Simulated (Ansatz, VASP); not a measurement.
**Ga4As3P: VASP beside Ansatz**

```
CELL_PARAMETERS angstrom
-2.80151 2.80151 0.00000
-2.80101 -5.60252 2.80099
2.80167 2.80167 5.60347
ATOMIC_POSITIONS crystal
Ga 0.00529 0.01058 0.00124
Ga 0.74747 0.49493 0.24176
Ga 0.49849 0.99697 0.49999
Ga 0.24876 0.49753 0.75712
P 0.18790 0.37580 0.06293
As 0.93660 0.87319 0.30931
As 0.68733 0.37466 0.56214
As 0.43817 0.87634 0.81552
```

Alike in both runs: functional PBEsol; k mesh 8 × 8 × 4; occupations gaussian, width 0.02 eV; no spin polarisation.

Ansatz relaxed the structure, and its values are those at the end. VASP's run is a single point on that final structure, the one shown.

|  | VASP | Ansatz |
| --- | --- | --- |
| version | VASP 6.6.1 | Ansatz 0.2.0 |
| potentials or method | VASP PAW PBE potentials, release 64 (Ga_d, P, As), cutoff 500 eV | scalar-relativistic, plane waves, PAW |
| valence electrons in the cell | 72 | 102 |

VASP gave:

* gap on the k mesh at the Fermi level (eV): 0.72
* least direct gap on the mesh (eV): 0.72
* pressure (GPa): 0.2
* rms of the force components (eV/Å): 0.007

Q: Which values does Ansatz return?

A: gap on the k mesh at the Fermi level (eV): 0.71; least direct gap on the mesh (eV): 0.71; pressure (GPa): 0.0; rms of the force components (eV/Å): 0.001.

VASP's potentials were made for PBE, not for PBEsol, and Ansatz warns of the same on its side. With one functional, cell and mesh, what is left measures potentials, basis and numerics. VASP's potentials hold 72 valence electrons a cell and Ansatz's 102, so a difference there can come from the potentials and not from the codes.
